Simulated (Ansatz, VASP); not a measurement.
**Two plane-wave programs on Ru**

INCAR

```
ALGO = Normal
EDIFF = 1E-6
EDIFFG = -0.005
ENCUT = 600
IBRION = 2
ISIF = 3
ISMEAR = -1
LASPH = True
LCHARG = False
LREAL = False
LWAVE = False
NELM = 100
NSW = 60
PREC = Accurate
SIGMA = 0.1
```

Contents of KPOINTS:

```
k-points
0
Gamma
  19 19 10
```

Contents of POSCAR:

```
Ru
1.0
    2.6522790320      0.0000000000      0.0000000000
   -1.3261395160      2.2969410196      0.0000000000
    0.0000000000      0.0000000000      4.2966920318
Ru
2
Direct
    0.3333333333      0.6666666667      0.2500000000
    0.6666666667      0.3333333333      0.7500000000
```

Input for Ansatz:

```yaml
crystal:
  lattice:
    - [2.652279032, 0.0, 0.0]
    - [-1.326139516, 2.2969410196, 0.0]
    - [0.0, 0.0, 4.2966920318]
  atoms:
    - { symbol: Ru, position: [0.3333333333, 0.6666666667, 0.25] }
    - { symbol: Ru, position: [0.6666666667, 0.3333333333, 0.75] }
kpoints:
  mp_grid: { grid: [19, 19, 10] }
scf:
  occupations: { method: fermi_dirac, width: 0.1 }
hamiltonian:
  xc: lda
  pseudopotentials: { kind: paw }
output:
  forces: true
  stress: true
relax:
  f_tol: 0.005
  max_steps: 40
  cell: {}
```

Alike in both runs: task relaxation of cell and atoms; functional LDA; k mesh 19 × 19 × 10; occupations fermi-dirac, width 0.1 eV; no spin polarisation.

|  | VASP | Ansatz |
| --- | --- | --- |
| version | VASP 6.6.1 | Ansatz 0.2.0 |
| potentials or method | VASP PAW LDA potentials, release 64 (Ru_pv) | PAW with Ansatz's default frozen-core files, scalar-relativistic |
| plane-wave cutoff (eV) | 600 | 420 |
| valence electrons in the cell | 28 | 32 |

Ansatz gave:

| Quantity | Value |
| --- | --- |
| relaxed volume (Å³/atom) | 13.09 |
| relaxed length of the cell vector where the two differ most in proportion (Å) | 4.224 |

Q: Which values does VASP return?

A: Relaxed volume (Å³/atom): 13.13; relaxed length of the cell vector where the two differ most in proportion (Å): 4.228.

LDA's correlation is that of Perdew and Zunger in VASP and of Perdew and Wang (1992) in Ansatz. VASP's potentials hold 28 valence electrons a cell and Ansatz's 32, so a difference there can come from the potentials and not from the codes.
